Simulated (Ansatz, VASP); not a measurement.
# Ta4C3: VASP beside Ansatz

```
CELL_PARAMETERS angstrom
4.42479 0.00000 0.00000
0.00000 4.42479 0.00000
0.00000 0.00000 4.42479
ATOMIC_POSITIONS crystal
Ta 0.00000 0.50000 0.50000
Ta 0.50000 0.00000 0.50000
Ta 0.50000 0.50000 0.00000
Ta 0.13560 0.00000 0.00000
C 0.50000 0.00000 0.00000
C 0.00000 0.50000 0.00000
C 0.00000 0.00000 0.50000
```

Alike in both runs: task single point; functional r2SCAN; k mesh 10 × 10 × 10; occupations gaussian, width 0.15 eV; no spin polarisation.

|  | VASP | Ansatz |
| --- | --- | --- |
| version | VASP 6.6.1 | Ansatz 0.2.0 |
| potentials or method | VASP PAW PBE potentials, release 64 (Ta_pv, C), cutoff 520 eV | scalar-relativistic, plane waves, PAW |
| valence electrons in the cell | 56 | 64 |

VASP gave:

| Property | Result |
| --- | --- |
| gap on the k mesh at the Fermi level (eV) | none |
| rms of the force components (eV/Å) | 6.726 |

Estimate Ansatz's values.

gap on the k mesh at the Fermi level (eV): none; rms of the force components (eV/Å): 6.514.

VASP's potentials were made for PBE, not for r2SCAN. Atom by atom the forces differ by 0.217 eV/Å (rms over components). A gap of «none» marks a metal or a gap that the smearing closes. With one functional, cell and mesh, what is left measures potentials, basis and numerics. VASP's potentials hold 56 valence electrons a cell and Ansatz's 64, so a difference there can come from the potentials and not from the codes.

Neither program's run includes spin-orbit coupling.
